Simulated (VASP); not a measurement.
Crystal: MgC2.

```xyz
6
Lattice="3.9508 0.0000 0.0000 0.0000 3.9508 0.0000 0.0000 0.0000 4.9871" Properties=species:S:1:pos:R:3 pbc="T T T"
Mg    1.9754    1.9754    0.0000
Mg    0.0000    0.0000    2.4935
C     3.5069    3.5069    0.0000
C     2.4193    1.5316    2.4935
C     0.4439    0.4439    0.0000
C     1.5316    2.4193    2.4935
```

Program: VASP 6.6.1. Alike in all runs: task single point; no spin polarisation; cell as given; k mesh 5 × 5 × 4, shifted; cutoff (eV) 520; smearing gaussian 0.01 eV.

Problem. Order these runs on this cell by their pressure, lowest first.
A. level PBE; potentials or basis VASP PAW PBE potentials, release 64 (Mg, C)
B. level LDA; potentials or basis VASP PAW LDA potentials, release 64 (Mg, C)
C. level r2SCAN; potentials or basis VASP PAW PBE potentials, release 64 (Mg, C)

Solution. B (-5.9 GPa), C (-2.5 GPa), A (-0.4 GPa).

Caveats: the PAW data sets were made with another functional, which shifts forces and pressure a little (at least some runs); the cell stands under tension (at least some runs).
